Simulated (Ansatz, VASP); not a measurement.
BeTe in VASP and in Ansatz

Contents of INCAR:

```
SYSTEM = BeTe
  PREC = Accurate
  ENCUT = 600
  EDIFF = 1E-6
  ISMEAR = -1
  SIGMA = 0.02
  LREAL = .False.
  LASPH = .True.
  NELM = 120
  ALGO = Normal
  ISIF = 2
  LWAVE = .False.
  LCHARG = .False.
  GGA = PE
  NBANDS = 11
  GGA_COMPAT = .False.
```

The input KPOINTS:

```
regular mesh
0
Gamma
  8 8 8
  0 0 0
```

Contents of POSCAR:

```
BeTe
1.0
    0.0000000000      2.8286236255      2.8851960980
    2.8286236255      0.0000000000      2.8851960980
    2.8286236255      2.8286236255      0.0000000000
Be Te
1 1
Direct
    0.0000000000      0.0000000000      0.0000000000
    0.2500000000      0.2500000000      0.2500000000
```

Input for Ansatz:

```yaml
crystal:
  lattice:
    - [0.0, 2.8286236255, 2.885196098]
    - [2.8286236255, 0.0, 2.885196098]
    - [2.8286236255, 2.8286236255, 0.0]
  atoms:
    - { symbol: Be, position: [0.0, 0.0, 0.0] }
    - { symbol: Te, position: [0.25, 0.25, 0.25] }
kpoints:
  mp_grid: { grid: [8, 8, 8] }
  band_path:
    path:
      - [0.0, 0.0, 0.0]
      - [-0.5, -0.5, 0.0]
      - [-0.375, -0.375, 0.25]
      - [-0.375, 0.0, 0.375]
      - [0.0, 0.0, 0.5]
      - [-0.5, -0.25, 0.25]
      - [0.0, 0.5, 0.5]
    npoints: 1
hamiltonian:
  xc: pbe
scf:
  occupations: { method: fermi_dirac, width: 0.02 }
  n_extra_bands: 4
output:
  forces: true
  stress: true
  eigenvalues: true
```

Change from the starting cell: uniaxial_z strain +2.0%.

Alike in both runs: task single point; functional PBE; k mesh 8 × 8 × 8; occupations fermi-dirac, width 0.02 eV; no spin polarisation.

|  | VASP | Ansatz |
| --- | --- | --- |
| version | VASP 6.6.1 | Ansatz 0.2.0 |
| potentials or method | VASP PAW PBE potentials, release 64 (Be, Te) | plane waves, PAW |
| plane-wave cutoff (eV) | 600 | 420 |
| valence electrons in the cell | 8 | 18 |

Ansatz gave:

| Item | Value |
| --- | --- |
| gap on the k mesh at the Fermi level (eV) | 1.99 |
| pressure (GPa) | -0.9 |
| traceless stress, the component that is largest in VASP (GPa) | -0.81 |

**Question.** What did VASP give for the same quantities?

**Answer.** gap on the k mesh at the Fermi level (eV): 1.98; pressure (GPa): -0.8; traceless stress, the component that is largest in VASP (GPa): -0.81.

VASP's potentials hold 8 valence electrons a cell and Ansatz's 18, so a difference there can come from the potentials and not from the codes.

Neither program's run includes spin-orbit coupling.
